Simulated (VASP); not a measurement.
Input of a VASP 6.6.1 run:

Contents of POSCAR:

```
Rh
1.0
    2.4798854893      0.0000000000      0.0000000000
    0.0000000000      2.4798854893      0.0000000000
    0.0000000000      0.0000000000      2.4798854893
Rh
1
Direct
    0.0000000000      0.0000000000      0.0000000000
```

The input INCAR.step1:

```
SYSTEM = Rh
ALGO = Normal
EDIFF = 1E-5
ENCUT = 680
GGA = PE
GGA_COMPAT = .FALSE.
ISMEAR = -1
LASPH = .TRUE.
LCHARG = .FALSE.
LREAL = .FALSE.
LWAVE = .TRUE.
NBANDS = 14
NELM = 120
PREC = Accurate
SIGMA = 0.1
```

File INCAR.step2:

```
SYSTEM = Rh
ALGO = Normal
EDIFF = 1E-6
ENCUT = 680
GGA_COMPAT = .FALSE.
ISIF = 2
ISMEAR = -1
ISTART = 1
LASPH = .TRUE.
LCHARG = .TRUE.
LELF = .TRUE.
LMIXTAU = .TRUE.
LREAL = .FALSE.
LVHAR = .TRUE.
LWAVE = .FALSE.
METAGGA = R2SCAN
NBANDS = 14
NELM = 120
PREC = Accurate
SIGMA = 0.1
```

The input KPOINTS:

```
k-points
0
G
  14 14 14
  0 0 0
```

Potentials or basis: VASP PAW PBE potentials, release 64 (Rh_sv_GW).

Launch:

```console
$ cat potpaw_PBE.64/Rh_sv_GW/POTCAR > POTCAR
$ cp INCAR.step1 INCAR
$ mpirun -np 1 vasp_std > vasp.out
$ cp INCAR.step2 INCAR
$ mpirun -np 1 vasp_std > vasp.out
```

Q: What does it give for the band gap on the k mesh?

A: Zero (an odd number of electrons rules out a gap without spin polarisation).

Q: What does it give for the pressure?

A: 9.0 GPa.

Caveat: the cell stands under pressure; the PAW data sets were made with another functional, which shifts forces and pressure a little.
